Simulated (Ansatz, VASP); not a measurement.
# NaF in VASP and in Ansatz

Contents of POSCAR:

```
NaF
1.0
    0.0000000000      2.3655017480      2.3655017480
    2.3655017480      0.0000000000      2.3655017480
    2.3655017480      2.3655017480      0.0000000000
Na F
1 1
Direct
    0.0000000000      0.0000000000      0.0000000000
    0.5000000000      0.5000000000      0.5000000000
```

The input INCAR.step1:

```
SYSTEM = NaF
PREC = Accurate
ENCUT = 520
EDIFF = 1E-5
ISMEAR = -1
SIGMA = 0.05
LREAL = .False.
LASPH = .True.
NELM = 60
ALGO = Normal
ISIF = 2
LWAVE = .True.
LCHARG = .False.
NBANDS = 14
GGA = PE
```

Contents of INCAR.step2:

```
SYSTEM = NaF
PREC = Accurate
ENCUT = 520
EDIFF = 1E-6
ISMEAR = -1
SIGMA = 0.05
LREAL = .False.
LASPH = .True.
NELM = 60
ALGO = Normal
ISIF = 2
LWAVE = .False.
LCHARG = .False.
GGA = PE
LHFCALC = .True.
AEXX = 0.25
PRECFOCK = Normal
NBANDS = 14
ISTART = 1
```

The input KPOINTS:

```
regular mesh
0
Gamma
  6 6 6
  0 0 0
```

The input input:

```
crystal:
  lattice:
    - [0.0, 2.365501748, 2.365501748]
    - [2.365501748, 0.0, 2.365501748]
    - [2.365501748, 2.365501748, 0.0]
  atoms:
    - { symbol: Na, position: [0.0, 0.0, 0.0] }
    - { symbol: F, position: [0.5, 0.5, 0.5] }
hamiltonian:
  xc: pbe0
  pseudopotentials: { kind: paw }
kpoints:
  mp_grid: { grid: [6, 6, 6] }
scf:
  occupations: { method: fermi_dirac, width: 0.05 }
output:
  forces: true
  stress: true
  eigenvalues: true
```

Alike in both runs: task single point; functional PBE0; k mesh 6 × 6 × 6; occupations fermi-dirac, width 0.05 eV; no spin polarisation.

|  | VASP | Ansatz |
| --- | --- | --- |
| version | VASP 6.6.1 | Ansatz 0.2.0 |
| potentials or method | VASP PAW PBE potentials, release 64 (Na_pv, F) | Ansatz PAW |
| plane-wave cutoff (eV) | 520 | 420 |
| valence electrons in the cell | 14 | 16 |

|  | VASP | Ansatz | Ansatz less VASP |
| --- | --- | --- | --- |
| gap on the k mesh at the Fermi level (eV) | 8.87 | 8.89 | +0.021 |
| least direct gap on the mesh (eV) | 8.87 | 8.89 | +0.021 |
| pressure (GPa) | -2.6 | -2.6 | -0.01 |

VASP's potentials hold 14 valence electrons a cell and Ansatz's 16, so a difference there can come from the potentials and not from the codes.
